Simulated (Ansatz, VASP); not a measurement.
**KTaO3 in VASP and in Ansatz**

```
K Ta O
1.0
     4.03003    0.00000    0.00000
     0.00000    4.03003    0.00000
     0.00000    0.00000    4.03003
K Ta O
1 1 3
Direct
  0.00000 0.00000 0.00000
  0.50000 0.50000 0.50000
  0.50000 0.50000 0.00000
  0.50000 0.00000 0.50000
  0.00000 0.50000 0.50000
```

Change from the starting cell: hydrostatic strain +1.0%.

Alike in both runs: task single point; functional r2SCAN; k mesh 6 × 6 × 6; no spin polarisation.

```csv
,VASP,Ansatz
version,VASP 6.6.1,Ansatz 0.2.0
potentials or method,"VASP PAW PBE potentials, release 64 (K_sv, Ta_pv, O)","plane waves, PAW"
plane-wave cutoff (eV),520,500
occupations,"gaussian, width 0.01 eV",fixed
valence electrons in the cell,38,40
```

|  | VASP | Ansatz | Ansatz less VASP |
| --- | --- | --- | --- |
| gap on the k mesh at the Fermi level (eV) | 2.52 | 2.55 | +0.029 |
| pressure (GPa) | -5.0 | -5.8 | -0.79 |

VASP's potentials were made for PBE, not for r2SCAN. VASP's potentials hold 38 valence electrons a cell and Ansatz's 40, so a difference there can come from the potentials and not from the codes.

Neither program's run includes spin-orbit coupling.
